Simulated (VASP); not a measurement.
# LiNbO3 (Pm-3m) in VASP: settings compared, part 2 of 2

VASP 6.6.1.

## 4. Relaxation of cell and atoms, PBEsol

This run uses another cell than the first one, of 12.38 Å³/atom, 1.018 times its volume.

INCAR reads:

```
ALGO = Normal ; EDIFF = 1E-6
EDIFFG = -0.005 ; ENCUT = 600
GGA = PS ; IBRION = 2
ISIF = 3 ; ISMEAR = -1
LASPH = T ; LCHARG = F
LREAL = F ; LWAVE = F
NELM = 80 ; NSW = 80
PREC = Accurate ; SIGMA = 0.02
```

KPOINTS reads:

```
k-points
0
Gamma
  6 6 6
```

POSCAR reads:

```
LiNbO3
1.0
    3.9560242286      0.0000000000      0.0000000000
    0.0000000000      3.9560242286      0.0000000000
    0.0000000000      0.0000000000      3.9560242286
Li Nb O
1 1 3
Direct
    0.0000000000      0.0000000000      0.0000000000
    0.5000000000      0.5000000000      0.5000000000
    0.5000000000      0.5000000000      0.0000000000
    0.5000000000      0.0000000000      0.5000000000
    0.0000000000      0.5000000000      0.5000000000
```

Potentials or basis: VASP PAW PBE potentials, release 64 (Li_sv, Nb_sv, O).

The run is started by

```bash
> cat potpaw_PBE.64/Li_sv/POTCAR potpaw_PBE.64/Nb_sv/POTCAR potpaw_PBE.64/O/POTCAR > POTCAR
> mpirun -np 1 vasp_std > vasp.out
```

OUTCAR:

```text
EDIFF = 1E-6
   EDIFFG = -0.005
   ENCUT = 600
   GGA = PS
   IBRION = 2
   ISIF = 3
   ISMEAR = -1
   LASPH = T
   LREAL = F
   NELM = 80
   NSW = 80
   PREC = Accurate

 ion  position               nearest neighbor table
   1  0.000  0.000  0.000-
   2  0.500  0.500  0.500-   3 1.98   4 1.98   5 1.98   3 1.98   4 1.98   5 1.98
   3  0.500  0.500  0.000-   2 1.98   2 1.98
   4  0.500  0.000  0.500-   2 1.98   2 1.98
   5  0.000  0.500  0.500-   2 1.98   2 1.98

  LATTYP: Found a simple cubic cell.
 ALAT       =     3.9560242286

  Lattice vectors:

 A1 = (   3.9560242286,   0.0000000000,   0.0000000000)
 A2 = (   0.0000000000,   3.9560242286,   0.0000000000)
[... 183 lines left out ...]
  Direction    XX          YY          ZZ          XY          YZ          ZX
  --------------------------------------------------------------------------------------
  -------------------------------------------------------------------------------------
  Total       -1.8290744     -1.8290744     -1.8290744     -0.0000000      0.0000000     -0.0000000
  in kB      -47.3331202    -47.3331202    -47.3331202     -0.0000000      0.0000000     -0.0000000
  external PRESSURE =     -47.3331202 kB  Pullay stress =       0.0000000 kB
[... 65 lines left out ...]
--------------------------------------- Ionic step        3  -------------------------------------------

 number of electron      33.9999977 magnetization

 Free energy of the ion-electron system (eV)
  ---------------------------------------------------
  ext. energy  EPLUGINS =         0.00000000
  ---------------------------------------------------
  free energy    TOTEN  =       -40.91130733 eV

  energy without entropy =      -40.91130733  energy(sigma->0) =      -40.91130733

 E-fermi :   3.8429     XC(G=0): -10.2418

 val. band max:        3.3134772486   @ k =   0.5000   0.5000   0.5000
 cond. band min:       4.9807664436   @ k =   0.0000   0.0000   0.0000
 fundamental gap:      1.6672891949
 Fermi energy:         3.8428750861

 k-point     1 :       0.0000    0.0000    0.0000
  band No.  band energies     occupation
      1     -51.3213      2.00000
      2     -41.4657      2.00000
      3     -27.4854      2.00000
      4     -27.4854      2.00000
      5     -27.4854      2.00000
      6     -14.1012      2.00000
[... 501 lines left out ...]
  FREE ENERGIE OF THE ION-ELECTRON SYSTEM (eV)
  ---------------------------------------------------
  free  energy   TOTEN  =       -40.9113073346 eV

  energy  without entropy=      -40.9113073346  energy(sigma->0) =      -40.91130733

 reached required accuracy - stopping structural energy minimisation
```

OSZICAR:

```text
N       E                     dE             d eps       ncg     rms          rms(c)
DAV:   1     0.371806247164E+03    0.37181E+03   -0.19782E+04   840   0.182E+03
[... 29 lines left out ...]
DAV:   3    -0.409100696837E+02    0.29506E-01   -0.85968E-02  1387   0.322E+00    0.463E-01
DAV:   4    -0.409092886529E+02    0.78103E-03   -0.24893E-02  1369   0.943E-01    0.297E-01
DAV:   5    -0.409102726800E+02   -0.98403E-03   -0.20950E-03  1311   0.283E-01    0.200E-01
DAV:   6    -0.409113166747E+02   -0.10440E-02   -0.34857E-03  1464   0.334E-01    0.340E-02
DAV:   7    -0.409113065748E+02    0.10100E-04   -0.12695E-04  1089   0.961E-02    0.210E-02
DAV:   8    -0.409113077924E+02   -0.12176E-05   -0.25440E-05  1422   0.335E-02    0.922E-03
DAV:   9    -0.409113073346E+02    0.45777E-06   -0.82947E-07   616   0.893E-03
   3 F= -.40911307E+02 E0= -.40911307E+02  d E =-.236357E-01
```

Run time: 56 s. Hardware: 1 thread of AMD EPYC 9R45 (Zen 5), shared host; peak memory 0.16 GiB.

What came out:

| Item | Value |
| --- | --- |
| Free energy | -40.9113 eV |
| Relaxed volume | 12.07 Å³/atom |
| Relaxed cell | a = 3.923 Å, b = 3.923 Å, c = 3.923 Å, α = 90.00°, β = 90.00°, γ = 90.00° |
| Space group after relaxing (to 0.05 Å) | Pm-3m (No. 221) |
| Energy gained by relaxing | 4.7 meV/atom |
| Ionic steps | 3 |
| Pressure after relaxing | 0.0 GPa |
| Band gap on the k mesh | 1.67 eV, indirect (least direct gap 2.46 eV) |

The path:
| step | energy change (eV) | largest force (eV/Å) | pressure (GPa) | volume (Å³) |
| --- | --- | --- | --- | --- |
| 1 | 0.0000 | 0.0000 | -4.73 | 61.91 |
| 2 | 0.0056 | 0.0000 | 5.80 | 58.69 |
| 3 | -0.0236 | 0.0000 | -0.03 | 60.36 |

Final structure:
```
Li Nb O
1.0
     3.92262    0.00000    0.00000
     0.00000    3.92262    0.00000
     0.00000    0.00000    3.92262
Li Nb O
1 1 3
Direct
  0.00000 0.00000 0.00000
  0.50000 0.50000 0.50000
  0.50000 0.50000 0.00000
  0.50000 0.00000 0.50000
  0.00000 0.50000 0.50000
```

Caveat: the cutoff is under 1.25 times the usual one of these potentials, so pressure, stress and relaxed cells hold a basis-set (Pulay) error; the PAW data sets were made with another functional, which shifts forces and pressure a little. A k mesh can miss the band edges.

## 5. Relaxation of cell and atoms, LDA

This run uses another cell than the first one, of 12.38 Å³/atom, 1.018 times its volume.

INCAR reads:

```
SYSTEM = LiNbO3
PREC     = Accurate       ! precision mode
ENCUT    = 600            ! plane-wave cutoff, eV
EDIFF    = 1E-6           ! SCF threshold, eV
ISMEAR   = -1             ! smearing method
SIGMA    = 0.02           ! smearing width, eV
LREAL    = .FALSE.        ! projectors in reciprocal space
LASPH    = .TRUE.         ! aspherical terms in the spheres
NELM     = 60             ! most SCF steps
ALGO     = Normal         ! electronic algorithm
ISIF     = 3              ! what is computed and relaxed
LWAVE    = .FALSE.        ! write WAVECAR
LCHARG   = .FALSE.        ! write CHGCAR
GGA      = CA             ! functional
IBRION   = 2              ! ionic algorithm
NSW      = 80             ! ionic steps
EDIFFG   = -0.005         ! ionic threshold
```

KPOINTS reads:

```
Automatic mesh
0
G
  6 6 6
  0 0 0
```

POSCAR is that of step 4.

Potentials or basis: VASP PAW LDA potentials, release 64 (Li_sv, Nb_sv, O).

The run is started by

```bash
> cat potpaw_LDA.64/Li_sv/POTCAR potpaw_LDA.64/Nb_sv/POTCAR potpaw_LDA.64/O/POTCAR > POTCAR
> mpirun -np 1 vasp_std > vasp.out
```

It took 59 s on 1 thread of AMD EPYC 9R45 (Zen 5), shared host; peak memory 0.14 GiB.

The run converged. Its results:

```
Free energy                            : -42.8665 eV
Relaxed volume                         : 11.85 Å³/atom
Relaxed cell                           : a = 3.898 Å, b = 3.898 Å, c = 3.898 Å, α = 90.00°, β = 90.00°, γ = 90.00°
Space group after relaxing (to 0.05 Å) : Pm-3m (No. 221)
Energy gained by relaxing              : 14.1 meV/atom
Ionic steps                            : 4
Pressure after relaxing                : 0.1 GPa
Band gap on the k mesh                 : 1.67 eV, indirect (least direct gap 2.46 eV)
```

The path:
```tsv
step	energy change (eV)	largest force (eV/Å)	pressure (GPa)	volume (Å³)
1	0.0000	0.0000	-8.21	61.91
2	0.0267	0.0000	11.41	56.40
3	-0.0706	0.0000	-0.09	59.29
4	-0.0706	0.0000	0.06	59.23
```

Final structure:
```xyz
5
Lattice="3.8981 0.0000 0.0000 0.0000 3.8981 0.0000 0.0000 0.0000 3.8981" Properties=species:S:1:pos:R:3 pbc="T T T"
Li    0.0000    0.0000    0.0000
Nb    1.9491    1.9491    1.9491
O     1.9491    1.9491    0.0000
O     1.9491    0.0000    1.9491
O     0.0000    1.9491    1.9491
```

Levels at points of the mesh, in eV from the valence-band top:
```
           k point  band 15  band 16  band 17  band 18  band 19  band 20
(0.00, 0.00, 0.00)    -0.79    -0.79    -0.79     1.67     1.67     1.67
(0.50, 0.00, 0.00)    -1.57    -0.85    -0.85     1.75     4.58     4.58
(0.50, 0.50, 0.00)    -2.14    -1.39    -0.02     4.62     4.62     5.85
(0.50, 0.50, 0.50)     0.00     0.00     0.00     5.83     5.83     5.83
```

Caveat: the cutoff is under 1.25 times the usual one of these potentials, so pressure, stress and relaxed cells hold a basis-set (Pulay) error.

## 6. Relaxation of cell and atoms, PBE

This run uses another cell than the first one, of 17.39 Å³/atom, 1.429 times its volume.

INCAR reads:

```
SYSTEM = LiNbO3
  ALGO = Normal
  EDIFF = 1E-6
  EDIFFG = -0.005
  ENCUT = 600
  GGA = PE
  IBRION = 2
  ISIF = 3
  ISMEAR = -1
  LASPH = .True.
  LCHARG = .False.
  LREAL = .False.
  LWAVE = .False.
  NELM = 60
  NSW = 80
  PREC = Accurate
  SIGMA = 0.02
```

KPOINTS reads:

```
k-points
0
Gamma
  6 6 6
  0 0 0
```

POSCAR: that of step 5 with these lines changed.

```diff
@@ -2,5 +2,5 @@
 1.0
-    3.9560242286      0.0000000000      0.0000000000
-    0.0000000000      3.9560242286      0.0000000000
-    0.0000000000      0.0000000000      3.9560242286
+    4.4305875200      0.0000000000      0.0000000000
+    0.0000000000      4.4305875200      0.0000000000
+    0.0000000000      0.0000000000      4.4305875200
 Li Nb O
```

Potentials or basis: VASP PAW PBE potentials, release 64 (Li_sv, Nb_sv, O).

The run is started by

```bash
> cat potpaw_PBE.64/Li_sv/POTCAR potpaw_PBE.64/Nb_sv/POTCAR potpaw_PBE.64/O/POTCAR > POTCAR
> mpirun -np 1 vasp_std > vasp.out
```

OUTCAR:

```text
SYSTEM = LiNbO3
   EDIFF = 1E-6
   EDIFFG = -0.005
   ENCUT = 600
   GGA = PE
   IBRION = 2
   ISIF = 3
   ISMEAR = -1
   LASPH = .True.
   LREAL = .False.
   NELM = 60
   NSW = 80
   PREC = Accurate

 ion  position               nearest neighbor table
   1  0.000  0.000  0.000-
   2  0.500  0.500  0.500-   3 2.22   4 2.22   5 2.22   3 2.22   4 2.22   5 2.22
   3  0.500  0.500  0.000-   2 2.22   2 2.22
   4  0.500  0.000  0.500-   2 2.22   2 2.22
   5  0.000  0.500  0.500-   2 2.22   2 2.22

  LATTYP: Found a simple cubic cell.
 ALAT       =     4.4305875200

  Lattice vectors:

 A1 = (   4.4305875200,   0.0000000000,   0.0000000000)
 A2 = (   0.0000000000,   4.4305875200,   0.0000000000)
 A3 = (   0.0000000000,   0.0000000000,   4.4305875200)

Analysis of symmetry for initial positions (statically):
=====================================================================
 Subroutine PRICEL returns:
 Original cell was already a primitive cell.

 Routine SETGRP: Setting up the symmetry group for a
 simple cubic supercell.

 Subroutine GETGRP returns: Found 48 space group operations
 (whereof 48 operations were pure point group operations)
 out of a pool of 48 trial point group operations.

The static configuration has the point symmetry O_h .

Analysis of symmetry for dynamics (positions and initial velocities):
[... 132 lines left out ...]
     AMIX_MAG =   1.60;   BMIX_MAG =  1.00
  volume/ion in A,a.u.               =      17.39       117.38
  Fermi-wavevector in a.u.,A,eV,Ry     =   1.197034  2.262066 19.495657  1.432890
  Thomas-Fermi vector in A             =   2.332959
   LORBIT       =      0    0 simple, 1 ext, 2 COOP (PROOUT), +10 PAW based schemes
   GGA     = PE    functional components
   LHFCALC =     F    Hartree Fock is set to
   AEXX    =    0.0000 exact exchange contribution
   IVDW    =     0    specifies the selected vdW correction
   LEPSILON=     F    determine dielectric tensor
   LRPA    =     F    only Hartree local field effects (RPA)
 conjugate gradient relaxation of ions
 non-spin polarized calculation
  energy-cutoff  :      600.00
  volume of cell :       86.97
 maximum number of plane-waves:      2945
 NGX is ok and might be reduce to    36
   NGX = 17   NGY = 17   NGZ = 17

--------------------------------------- Ionic step        1  -------------------------------------------

 number of electron      33.9999984 magnetization

 Free energy of the ion-electron system (eV)
  ---------------------------------------------------
  ext. energy  EPLUGINS =         0.00000000
  ---------------------------------------------------
  free energy    TOTEN  =       -36.08790007 eV

  energy without entropy =      -36.08790007  energy(sigma->0) =      -36.08790007

 E-fermi :   1.2782     XC(G=0):  -8.4110

 val. band max:        0.7730679348   @ k =   0.5000   0.5000   0.5000
 cond. band min:       1.7274828034   @ k =   0.0000   0.0000   0.0000
 fundamental gap:      0.9544148686
 Fermi energy:         1.2782100240
[... 1159 lines left out ...]
--------------------------------------- Ionic step        6  -------------------------------------------

 number of electron      34.0000005 magnetization

 Free energy of the ion-electron system (eV)
  ---------------------------------------------------
  ext. energy  EPLUGINS =         0.00000000
  ---------------------------------------------------
  free energy    TOTEN  =       -39.26450640 eV

  energy without entropy =      -39.26450640  energy(sigma->0) =      -39.26450640

 E-fermi :   3.6914     XC(G=0):  -9.9167

 val. band max:        3.2297742539   @ k =   0.5000   0.5000   0.5000
 cond. band min:       4.9159152291   @ k =   0.0000   0.0000   0.0000
 fundamental gap:      1.6861409752
 Fermi energy:         3.6914121438
[... 510 lines left out ...]
  FREE ENERGIE OF THE ION-ELECTRON SYSTEM (eV)
  ---------------------------------------------------
  free  energy   TOTEN  =       -39.2645063978 eV

  energy  without entropy=      -39.2645063978  energy(sigma->0) =      -39.26450640

 reached required accuracy - stopping structural energy minimisation
```

CONTCAR:

```text
LiNbO3
   1.00000000000000
     3.9525785362217336   -0.0000000000000000   -0.0000000000000000
     0.0000000000000000    3.9525785362217336   -0.0000000000000000
     0.0000000000000000    0.0000000000000000    3.9525785362217336
  Li              Nb              O
     1     1     3
Direct
     0.0000000000000000    0.0000000000000000    0.0000000000000000
     0.5000000000000000    0.5000000000000000    0.5000000000000000
     0.5000000000000000    0.5000000000000000    0.0000000000000000
     0.5000000000000000    0.0000000000000000    0.5000000000000000
     0.0000000000000000    0.5000000000000000    0.5000000000000000

  0.00000000E+00  0.00000000E+00  0.00000000E+00
  0.00000000E+00  0.00000000E+00  0.00000000E+00
  0.00000000E+00  0.00000000E+00  0.00000000E+00
  0.00000000E+00  0.00000000E+00  0.00000000E+00
  0.00000000E+00  0.00000000E+00  0.00000000E+00
```

It took 2.8 min on 1 thread of AMD EPYC 9R45 (Zen 5), shared host; peak memory 0.2 GiB.

What came out:

* Free energy: -39.2645 eV
* Relaxed volume: 12.35 Å³/atom
* Relaxed cell: a = 3.953 Å, b = 3.953 Å, c = 3.953 Å, α = 90.00°, β = 90.00°, γ = 90.00°
* Space group after relaxing (to 0.05 Å): Pm-3m (No. 221)
* Energy gained by relaxing: 635.3 meV/atom
* Ionic steps: 6
* Pressure after relaxing: 0.0 GPa
* Band gap on the k mesh: 1.69 eV, indirect (least direct gap 2.49 eV)

Step by step:
| step | energy change (eV) | largest force (eV/Å) | pressure (GPa) | volume (Å³) |
| --- | --- | --- | --- | --- |
| 1 | 0.0000 | 0.0000 | -29.30 | 86.97 |
| 2 | -2.1756 | 0.0000 | 40.97 | 52.76 |
| 3 | -3.1758 | 0.0000 | -0.89 | 62.05 |
| 4 | -3.1764 | 0.0000 | 0.44 | 61.61 |
| 5 | -3.1764 | 0.0000 | -0.40 | 61.89 |
| 6 | -3.1766 | 0.0000 | 0.00 | 61.75 |

Final structure:
```yaml
crystal:
  lattice:
    - [3.95258, 0.00000, 0.00000]
    - [0.00000, 3.95258, 0.00000]
    - [0.00000, 0.00000, 3.95258]
  atoms:
    - { symbol: Li, position: [0.00000, 0.00000, 0.00000] }
    - { symbol: Nb, position: [0.50000, 0.50000, 0.50000] }
    - { symbol: O, position: [0.50000, 0.50000, 0.00000] }
    - { symbol: O, position: [0.50000, 0.00000, 0.50000] }
    - { symbol: O, position: [0.00000, 0.50000, 0.50000] }
```

Levels at points of the mesh, in eV from the valence-band top:
| k point | band 15 | band 16 | band 17 | band 18 | band 19 | band 20 |
| --- | --- | --- | --- | --- | --- | --- |
| (0.00, 0.00, 0.00) | -0.80 | -0.80 | -0.80 | 1.69 | 1.69 | 1.69 |
| (0.50, 0.00, 0.00) | -1.43 | -0.85 | -0.85 | 1.76 | 4.36 | 4.36 |
| (0.50, 0.50, 0.00) | -1.97 | -1.47 | -0.02 | 4.39 | 4.39 | 5.54 |
| (0.50, 0.50, 0.50) | 0.00 | 0.00 | 0.00 | 5.53 | 5.53 | 5.53 |

Caveat: the cutoff is under 1.25 times the usual one of these potentials, so pressure, stress and relaxed cells hold a basis-set (Pulay) error; the volume moved by over 15 % at a fixed basis, so the end points are rough. A k mesh can miss the band edges.

## 7. Summary

```tsv
task	level	potentials or basis	cell	cutoff (eV)	smearing	gap on the mesh (eV)	pressure (GPa)	relaxed volume (Å³/atom)
single point	r2SCAN	VASP PAW PBE potentials, release 64 (Li_sv, Nb_sv, O)	a = 3.933 Å, 5 atoms	520	fermi-dirac 0.02 eV	2.11	-	-
single point	r2SCAN	VASP PAW PBE potentials, release 64 (Li_sv, Nb_sv, O)	a = 3.933 Å, 5 atoms	520	gaussian 0.01 eV	2.11	-	-
relaxation of cell and atoms	PBEsol	VASP PAW PBE potentials, release 64 (Li_sv, Nb_sv, O)	relaxed from a = 3.956 Å, 5 atoms	600	fermi-dirac 0.02 eV	1.67	0.0	12.07
relaxation of cell and atoms	LDA	VASP PAW LDA potentials, release 64 (Li_sv, Nb_sv, O)	relaxed from a = 3.956 Å, 5 atoms	600	fermi-dirac 0.02 eV	1.67	0.1	11.85
relaxation of cell and atoms	PBE	VASP PAW PBE potentials, release 64 (Li_sv, Nb_sv, O)	relaxed from a = 4.431 Å, 5 atoms	600	fermi-dirac 0.02 eV	1.69	0.0	12.35
```

Alike in all rows: no spin polarisation; k mesh 6 × 6 × 6.

Caveats: the cutoff is under 1.25 times the usual one of these potentials, so pressure, stress and relaxed cells hold a basis-set (Pulay) error; the PAW data sets were made with another functional, which shifts forces and pressure a little (some runs); the volume moved by over 15 % at a fixed basis, so the end points are rough (some runs).

Absolute energies hang on the potentials; compare differences alone.
